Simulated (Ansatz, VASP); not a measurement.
## One calculation of EuO, two programs

File INCAR:

```
ALGO     = Normal         # electronic algorithm
EDIFF    = 1E-6           # SCF threshold, eV
ENCUT    = 600            # plane-wave cutoff, eV
GGA      = PE             # functional
GGA_COMPAT= False        
ISIF     = 2              # what is computed and relaxed
ISMEAR   = 0              # smearing method
ISPIN    = 2              # spin polarisation
LASPH    = True           # aspherical terms in the spheres
LCHARG   = True           # write CHGCAR
LELF     = True           # ELF
LMAXMIX  = 6              # l up to which the mixer works
LORBIT   = 11             # projections on sites
LREAL    = False          # projectors in reciprocal space
LVHAR    = True         
LWAVE    = False          # write WAVECAR
MAGMOM   = 7.24 0         # initial moments
NBANDS   = 22             # bands
NELM     = 200            # most SCF steps
PREC     = Accurate       # precision mode
SIGMA    = 0.05           # smearing width, eV
```

The input KPOINTS:

```
k-points
0
Gamma
  12 12 12
```

Contents of POSCAR:

```
EuO
1.0
    0.0000000000      2.5635929651      2.5635929651
    2.5635929651      0.0000000000      2.5635929651
    2.5635929651      2.5635929651      0.0000000000
Eu O
1 1
Direct
    0.0000000000      0.0000000000      0.0000000000
    0.5000000000      0.5000000000      0.5000000000
```

Input for Ansatz:

```yaml
crystal:
  lattice:
    - [0.0, 2.5635929651, 2.5635929651]
    - [2.5635929651, 0.0, 2.5635929651]
    - [2.5635929651, 2.5635929651, 0.0]
  atoms:
    - { symbol: Eu, position: [0.0, 0.0, 0.0], spin: 7.24 }
    - { symbol: O, position: [0.5, 0.5, 0.5] }
basis:
  ecutwfc: 420
  ecutrho_ratio: 4
kpoints:
  mp_grid: { grid: [12, 12, 12] }
hamiltonian:
  xc: pbe
scf:
  occupations: { method: gaussian, width: 0.05 }
output:
  forces: true
  stress: true
  eigenvalues: true
  populations: true
magnetization:
  spin_polarized: true
```

Alike in both runs: task single point; functional PBE; k mesh 12 × 12 × 12; occupations gaussian, width 0.05 eV; collinear spin.

```csv
,VASP,Ansatz
version,VASP 6.6.1,Ansatz 0.2.0
potentials or method,"VASP PAW PBE potentials, release 64 (Eu, O), cutoff 600 eV","scalar-relativistic, plane waves, PAW"
valence electrons in the cell,23,23
```

```csv
,VASP,Ansatz,Ansatz less VASP
gap on the k mesh at the Fermi level (eV),none,none,-
pressure (GPa),-3.7,-3.4,+0.33
net moment per atom (μB),3.48,3.49,+0.004
size of the moment on the site where the two differ most (μB),6.59,6.61,+0.026
```

Site moments also hang on the region over which each program counts them. A gap of «none» marks a metal or a gap that the smearing closes. With one functional, cell and mesh, what is left measures potentials, basis and numerics. Ansatz's warnings: given moment on shells.

Spin-orbit coupling is off throughout.
